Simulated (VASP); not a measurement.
A run of VASP 6.6.1 is set up as follows.

File INCAR:

```
SYSTEM = Mg2H2O3
ALGO = Normal
EDIFF = 1E-7
ENCUT = 520
GGA = PS
ISIF = 2
ISMEAR = 0
LASPH = .True.
LCHARG = .False.
LREAL = .False.
LWAVE = .False.
NBANDS = 21
NELM = 80
PREC = Accurate
SIGMA = 0.1
```

File KPOINTS:

```
k-points
0
Gamma
  6 6 4
  0 0 0
```

File POSCAR:

```
Mg2H2O3
1.0
    3.0658917310      0.0000000000      0.0000000000
   -1.5329458655      2.6551401243      0.0000000000
    0.0000000000      0.0000000000      7.2849001824
Mg H O
2 2 3
Direct
    0.6666666667      0.3333333333      0.8333400224
    0.3333333333      0.6666666667      0.1666599776
    0.3333333333      0.6666666667      0.5559630435
    0.6666666667      0.3333333333      0.4440369565
    0.3333333333      0.6666666667      0.6891250516
    0.6666666667      0.3333333333      0.3108749484
    0.0000000000      0.0000000000      0.0000000000
```

Potentials or basis: VASP PAW PBE potentials, release 64 (Mg, H, O).

Launch:

```sh
$ cat potpaw_PBE.64/Mg/POTCAR potpaw_PBE.64/H/POTCAR potpaw_PBE.64/O/POTCAR > POTCAR
$ mpirun -np 1 vasp_std > vasp.out
```

Estimate the band gap on the k mesh.

3.85 eV.

What does it give for the largest force?

0.159 eV/Å.

Predict the pressure.

-0.3 GPa.

Forces in eV/Å, atoms in the order of the input:
```
Mg   0.000  0.000  0.001
Mg   0.000  0.000 -0.001
H    0.000  0.000 -0.159
H    0.000  0.000  0.159
O    0.000  0.000  0.159
O    0.000  0.000 -0.159
O    0.000  0.000  0.000
```

Caveat: the PAW data sets were made with another functional, which shifts forces and pressure a little. Expect the measured gap to be larger: semilocal functionals such as PBEsol lack the derivative discontinuity.
